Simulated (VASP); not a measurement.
Input of a VASP 6.6.1 run:

Contents of INCAR:

```
PREC     = Accurate       # precision mode
ENCUT    = 520            # plane-wave cutoff, eV
EDIFF    = 1E-6           # SCF threshold, eV
ISMEAR   = 1              # smearing method
SIGMA    = 0.0351         # smearing width, eV
LREAL    = False          # projectors in reciprocal space
LASPH    = True           # aspherical terms in the spheres
NELM     = 60             # most SCF steps
ALGO     = Normal         # electronic algorithm
ISIF     = 2              # what is computed and relaxed
LWAVE    = False          # write WAVECAR
LCHARG   = False          # write CHGCAR
NBANDS   = 43             # bands
```

KPOINTS

```
Automatic mesh
0
Gamma
  6 6 4
```

Contents of POSCAR:

```
TiI3
1.0
    6.5096524748      0.0000000000      0.0000000000
   -3.2548262374      5.6375244130      0.0000000000
    0.0000000000      0.0000000000      5.9412036948
I Ti
6 2
Direct
    0.3451933498      0.0000000000      0.2500000000
    0.3451933498      0.3451933498      0.7500000000
    0.0000000000      0.3451933498      0.2500000000
    0.6548066502      0.0000000000      0.7500000000
    0.6548066502      0.6548066502      0.2500000000
    0.0000000000      0.6548066502      0.7500000000
    0.0000000000      0.0000000000      0.0000000000
    0.0000000000      0.0000000000      0.5000000000
```

Potentials or basis: VASP PAW LDA potentials, release 64 (I, Ti_sv).

Command:

```console
$ cat potpaw_LDA.64/I/POTCAR potpaw_LDA.64/Ti_sv/POTCAR > POTCAR
$ mpirun -np 1 vasp_std > vasp.out
```

Question: Estimate the band gap on the k mesh.

Answer: Zero (bands 33 and 34 overlap by 0.54 eV).

Question: Estimate the pressure.

Answer: 5.1 GPa.

Forces on the atoms (eV/Å):
```
I    0.018  0.000  0.000
I    0.009  0.015  0.000
I   -0.009  0.015  0.000
I   -0.018  0.000  0.000
I   -0.009 -0.015  0.000
I    0.009 -0.015  0.000
Ti   0.000  0.000  0.000
Ti   0.000  0.000  0.000
```

Caveat: the cell stands under pressure; spin-orbit coupling is left out, which moves the levels of the heavy elements; semilocal functionals often make such compounds metallic where correlation or magnetic order opens a gap, which also shifts bond lengths.
